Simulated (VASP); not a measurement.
Input of a VASP 6.6.1 run:

The input INCAR:

```
SYSTEM = HfSnTeS3
PREC = Accurate
ENCUT = 520
EDIFF = 1E-7
ISMEAR = 0
SIGMA = 0.1
LREAL = .FALSE.
LASPH = .TRUE.
NELM = 80
ALGO = Normal
ISIF = 2
LWAVE = .FALSE.
LCHARG = .FALSE.
GGA = PE
NBANDS = 33
```

The input KPOINTS:

```
regular mesh
0
G
  3 3 4
  0 0 0
```

File POSCAR:

```
HfSnTeS3
1.0
    7.0983772757      0.0000000035      0.0000000000
   -3.5491886409      6.1473750446      0.0000000000
    0.0000000000      0.0000000000      5.0521844483
Hf Sn Te S
1 1 1 3
Direct
    0.3333333333      0.6666666667      0.5000000000
    0.0000000000      0.0000000000      0.0000000000
    0.0000000000      0.0000000000      0.5000000000
    0.2037263104      0.7962736896      0.0000000000
    0.2037263104      0.4074526208      0.0000000000
    0.5925473792      0.7962736896      0.0000000000
```

Potentials or basis: VASP PAW PBE potentials, release 64 (Hf_pv, Sn_d, Te, S).

The run is started by

```bash
$ cat potpaw_PBE.64/Hf_pv/POTCAR potpaw_PBE.64/Sn_d/POTCAR potpaw_PBE.64/Te/POTCAR potpaw_PBE.64/S/POTCAR > POTCAR
$ mpirun -np 1 vasp_std > vasp.out
```

Question: Estimate the pressure.

Answer: -0.2 GPa.

Question: Predict the largest force.

Answer: 0.018 eV/Å.

Forces on the atoms (eV/Å):
```
Hf   0.000  0.000  0.000
Sn   0.000  0.000  0.000
Te   0.000  0.000  0.000
S    0.015 -0.009  0.000
S    0.000  0.018  0.000
S   -0.015 -0.009  0.000
```
